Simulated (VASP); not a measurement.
CdS (Hawleyite): single point with PBE

The system is CdS (Hawleyite).

```
Cd S
1.0
     0.00000    2.91650    2.91650
     2.91650    0.00000    2.91650
     2.91650    2.91650    0.00000
Cd S
1 1
Cartesian
  0.0000 0.0000 0.0000
  4.3748 4.3748 4.3748
```

```json
{
  "Program": "VASP 6.6.1",
  "Task": "single point",
  "Functional": "PBE",
  "Potentials or basis": "VASP PAW PBE potentials, release 64 (Cd, S)",
  "Cutoff": "520 eV",
  "k mesh": "8 × 8 × 8",
  "Occupations": "gaussian, width 0.017 eV",
  "Spin": "no spin polarisation"
}
```

| Quantity | Value |
| --- | --- |
| Pressure | 3.2 GPa |
| Band gap on the k mesh | 1.15 eV, direct |

Levels at points of the mesh, in eV from the valence-band top:
```tsv
k point	band 5	band 6	band 7	band 8	band 9	band 10	band 11	band 12	band 13	band 14
(0.00, 0.00, 0.00)	-7.25	-7.25	0.00	0.00	0.00	1.15	6.55	6.55	6.55	11.44
(0.50, 0.00, 0.00)	-7.21	-6.87	-4.40	-0.75	-0.75	3.02	7.01	7.01	7.48	11.09
(0.50, 0.50, 0.00)	-7.16	-6.80	-3.95	-1.88	-1.88	3.55	4.35	9.23	10.78	10.78
```

Wall time 20 s on 1 thread of Intel Xeon 6975P-C, on a shared host, peak memory 0.18 GiB.
